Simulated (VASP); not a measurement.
# Cr (Pm-3m) in VASP: notebook

Cr is run at these levels: PBE; tasks: single point, relaxation of cell and atoms.

All numbers are computed with VASP 6.6.1; they aren't measurements. Logs are shortened: lines on timing, memory, paths and dates and some standing lists are left out, and cuts for length are marked.

## Step 1: The cell of the first run

The structure is cubic, space group Pm-3m (No. 221). The conventional cell has a = 2.338 Å, b = 2.338 Å, c = 2.338 Å, α = 90.00°, β = 90.00°, γ = 90.00°. Within 3.1 Å of Cr (site symmetry m-3m) lie 6 Cr at 2.34 Å.

This isn't the form of Cr at room conditions, which is bcc.

## Step 2: Single point, PBE, collinear spin, ferromagnetic start

INCAR reads:

```
SYSTEM = Cr
ALGO     = Normal         ! electronic algorithm
EDIFF    = 1E-6           ! SCF threshold, eV
ENCUT    = 520            ! plane-wave cutoff, eV
GGA      = PE             ! functional
ISIF     = 2              ! what is computed and relaxed
ISMEAR   = -1             ! smearing method
ISPIN    = 2              ! spin polarisation
LASPH    = .TRUE.         ! aspherical terms in the spheres
LCHARG   = .TRUE.         ! write CHGCAR
LELF     = .TRUE.         ! ELF
LMAXMIX  = 4              ! l up to which the mixer works
LORBIT   = 11             ! projections on sites
LREAL    = .FALSE.        ! projectors in reciprocal space
LVHAR    = .TRUE.       
LWAVE    = .FALSE.        ! write WAVECAR
MAGMOM   = 2              ! initial moments
NBANDS   = 16             ! bands
NELM     = 150            ! most SCF steps
PREC     = Accurate       ! precision mode
SIGMA    = 0.08           ! smearing width, eV
```

KPOINTS reads:

```
k-points
0
G
  16 16 16
  0 0 0
```

POSCAR reads:

```
Cr
1.0
    2.3376273562      0.0000000000      0.0000000000
    0.0000000000      2.3376273562      0.0000000000
    0.0000000000      0.0000000000      2.3376273562
Cr
1
Direct
    0.0000000000      0.0000000000      0.0000000000
```

Potentials or basis: VASP PAW PBE potentials, release 64 (Cr_pv).

Started as:

```console
> cat potpaw_PBE.64/Cr_pv/POTCAR > POTCAR
> mpirun -np 1 vasp_std > vasp.out
```

OUTCAR:

```text
SYSTEM = Cr
   EDIFF = 1E-6
   ENCUT = 520
   GGA = PE
   ISIF = 2
   ISMEAR = -1
   ISPIN = 2
   LASPH = .TRUE.
   LORBIT = 11
   LREAL = .FALSE.
   NELM = 150
   PREC = Accurate

 ion  position               nearest neighbor table
   1  0.000  0.000  0.000-

  LATTYP: Found a simple cubic cell.
 ALAT       =     2.3376273562

  Lattice vectors:

 A1 = (   2.3376273562,   0.0000000000,   0.0000000000)
 A2 = (   0.0000000000,   2.3376273562,   0.0000000000)
 A3 = (   0.0000000000,   0.0000000000,   2.3376273562)

Analysis of symmetry for initial positions (statically):
=====================================================================
 Subroutine PRICEL returns:
 Original cell was already a primitive cell.

 Routine SETGRP: Setting up the symmetry group for a
 simple cubic supercell.

 Subroutine GETGRP returns: Found 48 space group operations
 (whereof 48 operations were pure point group operations)
 out of a pool of 48 trial point group operations.

The static configuration has the point symmetry O_h .

Analysis of symmetry for dynamics (positions and initial velocities):
=====================================================================
 Subroutine PRICEL returns:
 Original cell was already a primitive cell.

 Routine SETGRP: Setting up the symmetry group for a
 simple cubic supercell.

 Subroutine GETGRP returns: Found 48 space group operations
 (whereof 48 operations were pure point group operations)
 out of a pool of 48 trial point group operations.

The dynamic configuration has the point symmetry O_h .

Analysis of structural, dynamic, and magnetic symmetry:
=====================================================================
 Subroutine PRICEL returns:
 Original cell was already a primitive cell.

 Routine SETGRP: Setting up the symmetry group for a
 simple cubic supercell.

 Subroutine GETGRP returns: Found 48 space group operations
 (whereof 48 operations were pure point group operations)
 out of a pool of 48 trial point group operations.

The overall configuration has the point symmetry O_h .

 Subroutine INISYM returns: Found 48 space group operations
 (whereof 48 operations are pure point group operations),
 and found     1 'primitive' translations

----------------------------------------------------------------------------------------

                                     Primitive cell

  volume of cell :      12.7740
[... 95 lines left out ...]
   POTIM  = 0.5000    time-step for ionic-motion
   TEBEG  =    0.0;   TEEND  =   0.0 temperature during run
   PSTRESS=    0.0 pullay stress
   NELECT =      12.0000    total number of electrons
   NUPDOWN=      -1.0000    fix difference up-down
   EMIN   =  10.00;   EMAX   =-10.00  energy-range for DOS
   EFERMI =   0.00;   METHOD = LEGACY
   ISMEAR =    -1;   SIGMA  =   0.08  broadening in eV -4-tet -1-fermi 0-gaus
   EFERMI_NEDOS =   21; number of points for ismear=-14 and -15
   IALGO  =     38    algorithm
   IMIX   =      4    mixing-type and parameters
     AMIX     =   0.40;   BMIX     =  1.00
     AMIX_MAG =   1.60;   BMIX_MAG =  1.00
  volume/ion in A,a.u.               =      12.77        86.20
  Fermi-wavevector in a.u.,A,eV,Ry     =   1.603344  3.029880 34.976647  2.570711
  Thomas-Fermi vector in A             =   2.700021
   LORBIT       =     11    0 simple, 1 ext, 2 COOP (PROOUT), +10 PAW based schemes
   GGA     = PE    functional components
   LHFCALC =     F    Hartree Fock is set to
   AEXX    =    0.0000 exact exchange contribution
   IVDW    =     0    specifies the selected vdW correction
   LEPSILON=     F    determine dielectric tensor
   LRPA    =     F    only Hartree local field effects (RPA)
 spin polarized calculation
  energy-cutoff  :      520.00
  volume of cell :       12.77
 maximum number of plane-waves:       360
 NGX is ok and might be reduce to    18
   NGX =  9   NGY =  9   NGZ =  9

 number of electron      12.0000001 magnetization      -0.0043995

 number of electron      12.0000001 magnetization       0.0003111

 Free energy of the ion-electron system (eV)
  ---------------------------------------------------
  ext. energy  EPLUGINS =         0.00000000
  ---------------------------------------------------
  free energy    TOTEN  =        -8.51536617 eV

  energy without entropy =       -8.48791485  energy(sigma->0) =       -8.50164051

 E-fermi :   9.6729     XC(G=0): -12.9679

 val. band max:        9.6481893740   @ k =   0.5000   0.3125   0.1875
 cond. band min:       9.6856840386   @ k =   0.3125   0.3125   0.1250
 fundamental gap:      0.0374946645
 Fermi energy:         9.6729039173

 spin component 1

 k-point     1 :       0.0000    0.0000    0.0000
  band No.  band energies     occupation
      1     -32.8371      1.00000
      2     -32.8371      1.00000
      3     -32.8371      1.00000
      4       2.3310      1.00000
      5       6.5060      1.00000
      6       6.5060      1.00000
[... 435 lines left out ...]
      5       7.6981      1.00000
      6       7.8335      1.00000
[... 8 lines left out ...]
     15      38.3581      0.00000
     16      39.0357      0.00000

 [... further k-points ...]

 spin component 2

 k-point     1 :       0.0000    0.0000    0.0000
  band No.  band energies     occupation
      1     -32.8369      1.00000
      2     -32.8369      1.00000
      3     -32.8369      1.00000
      4       2.3311      1.00000
      5       6.5062      1.00000
      6       6.5062      1.00000
[... 435 lines left out ...]
      5       7.6983      1.00000
      6       7.8337      1.00000
[... 8 lines left out ...]
     15      38.3585      0.00000
     16      39.0358      0.00000

 [... further k-points ...]
[... 5 lines left out ...]
  --------------------------------------------------------------------------------------
  -------------------------------------------------------------------------------------
  Total        0.0347468      0.0347468      0.0347468      0.0000000     -0.0000000      0.0000000
  in kB        4.3581223      4.3581223      4.3581223      0.0000000     -0.0000000      0.0000000
  external PRESSURE =       4.3581223 kB  Pullay stress =       0.0000000 kB

 VOLUME and BASIS-vectors are now :
 -----------------------------------------------------------------------------
  energy-cutoff  :      520.00
  volume of cell :       12.77
      direct lattice vectors                 reciprocal lattice vectors
     2.337627356  0.000000000  0.000000000     0.427784179  0.000000000  0.000000000
     0.000000000  2.337627356  0.000000000     0.000000000  0.427784179  0.000000000
     0.000000000  0.000000000  2.337627356     0.000000000  0.000000000  0.427784179

 POSITION                                       TOTAL-FORCE (eV/Angst)
 -----------------------------------------------------------------------------------
      0.00000      0.00000      0.00000         0.000000      0.000000      0.000000
 -----------------------------------------------------------------------------------
    total drift:                                0.000000      0.000000      0.000000

  FREE ENERGIE OF THE ION-ELECTRON SYSTEM (eV)
  ---------------------------------------------------
  free  energy   TOTEN  =        -8.5153661651 eV

  energy  without entropy=       -8.4879148471  energy(sigma->0) =       -8.50164051

 total charge

# of ion       s       p       d       tot
------------------------------------------
    1        0.444   6.299   4.344  11.087

 magnetization (x)

# of ion       s       p       d       tot
------------------------------------------
    1       -0.000   0.000   0.000   0.000
```

stdout:

```text
POSCAR found type information on POSCAR Cr
 POSCAR found :  1 types and       1 ions
 scaLAPACK will be used
 LDA part: xc-table for (Slater+PW92), standard interpolation
 POSCAR, INCAR and KPOINTS ok, starting setup
 FFT: planning ... GRIDC
 FFT: planning ... GRID_SOFT
 FFT: planning ... GRID
 WAVECAR not read
 entering main loop
```

Wall time 24 s (1 thread of Intel Xeon 6975P-C (Granite Rapids), shared host); peak memory 0.15 GiB.

What came out:

```yaml
Free_energy: -8.5154 eV
Pressure: 0.4 GPa
Band_gap_on_the_k_mesh: zero (filled and empty bands overlap)
Net_moment: 0.00 μB per cell
Valence_electrons_inside_the_program's_atomic_spheres: Cr 11.09
```

(Continued in part 2 of 3.)
